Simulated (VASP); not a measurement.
Ga:

```
Ga
1.0
     2.77842    0.00000    0.00000
     0.00000    3.28161    0.00000
    -1.34343    0.00000    3.99027
Ga
2
Direct
  0.13460 0.75000 0.77017
  0.86540 0.25000 0.22983
```

| Quantity | Value |
| --- | --- |
| Program | VASP 6.6.1 |
| Task | relaxation of cell and atoms |
| Functional | revPBE |
| Potentials or basis | VASP PAW PBE potentials, release 64 (Ga_d) |
| Cutoff | 600 eV |
| k mesh | 10 × 8 × 7 |
| Occupations | fermi-dirac, width 0.05 eV |
| Spin | no spin polarisation |

At the start: pressure 4.7 GPa; volume 18.19 Å³/atom.

Question: How do energy, volume and symmetry change on relaxing?

Answer: Over 29 steps the energy falls by 25.1 meV/atom and the volume is 19.79 Å³/atom (+8.8 %); space group Cmcm (No. 63, to 0.1 Å) before and after.

Step by step:
```tsv
step	energy change (eV)	largest force (eV/Å)	pressure (GPa)	volume (Å³)
1	0.0000	0.0885	4.73	36.38
2	-0.0459	0.0148	0.28	39.28
3	-0.0465	0.0104	-0.30	39.66
4	-0.0464	0.0154	0.00	39.56
5	-0.0481	0.0093	0.05	39.53
6	-0.0492	0.0123	0.08	39.50
7	-0.0494	0.0259	0.15	39.43
8	-0.0496	0.0179	0.11	39.46
9	-0.0496	0.0172	0.13	39.45
10	-0.0499	0.0121	-0.11	39.59
11	-0.0499	0.0133	-0.16	39.59
12	-0.0500	0.0136	0.22	39.51
13	-0.0500	0.0208	-0.05	39.52
14	-0.0500	0.0138	0.05	39.51
15	-0.0500	0.0162	0.07	39.51
16	-0.0500	0.0158	0.17	39.51
17	-0.0501	0.0158	0.04	39.55
18	-0.0501	0.0153	0.02	39.55
19	-0.0501	0.0128	-0.12	39.56
20	-0.0501	0.0134	0.01	39.56
21	-0.0502	0.0102	0.04	39.57
22	-0.0502	0.0105	-0.19	39.59
23	-0.0502	0.0120	0.09	39.57
24	-0.0502	0.0164	-0.03	39.57
25	-0.0502	0.0133	-0.02	39.57
26	-0.0502	0.0125	0.02	39.57
27	-0.0502	0.0121	-0.01	39.57
28	-0.0502	0.0110	-0.01	39.57
29	-0.0503	0.0091	-0.01	39.57
```

Final structure:
```
Ga
1.0
     2.88047    0.00000   -0.03362
     0.00000    3.29723    0.00000
    -1.44075    0.00000    4.18356
Ga
2
Direct
  0.13026 0.75000 0.76837
  0.86974 0.25000 0.23163
```

Caveat: the PAW data sets were made with another functional, which shifts forces and pressure a little.
